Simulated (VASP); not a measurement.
A run of VASP 6.6.1:

INCAR

```
SYSTEM = MgO
PREC = Accurate
ENCUT = 520
EDIFF = 1E-6
ISMEAR = 0
SIGMA = 0.05
LREAL = .False.
LASPH = .True.
NELM = 60
ALGO = Normal
ISIF = 2
LWAVE = .False.
LCHARG = .False.
NBANDS = 36
```

Contents of KPOINTS:

```
Automatic mesh
0
Gamma
  4 4 4
  0 0 0
```

The input POSCAR:

```
MgO
1.0
    5.5230736673      0.0000000000      0.0000000000
    0.0000000000      5.5230736673      0.0000000000
    0.0000000000      0.0000000000      5.5230736673
Mg O
6 6
Direct
    0.2500000000     -0.0077583524      0.5000000000
    0.0000000000      0.5077583524      0.2500000000
    0.5000000000      0.7500000000      0.0000000000
    0.7500000000     -0.0077583524      0.5000000000
    0.0000000000      0.5077583524      0.7500000000
    0.5000000000      0.2500000000      0.0000000000
    0.2500000000      0.5133286818      0.0000000000
    0.5000000000     -0.0133286818      0.2500000000
    0.0000000000      0.7500000000      0.5000000000
    0.7500000000      0.5133286818      0.0000000000
    0.5000000000     -0.0133286818      0.7500000000
    0.0000000000      0.2500000000      0.5000000000
```

Potentials or basis: VASP PAW LDA potentials, release 64 (Mg, O).

Launch:

```sh
$ cat potpaw_LDA.64/Mg/POTCAR potpaw_LDA.64/O/POTCAR > POTCAR
$ mpirun -np 1 vasp_std > vasp.out
```

Hardware: 1 thread of Intel Xeon 8259CL, with other jobs on the host.

Estimate the wall time of this run.

It took 2.3 min on 1 thread of Intel Xeon 8259CL, with other jobs on the host, peak memory 0.25 GiB. Counts: scf iterations 14, k points 18.
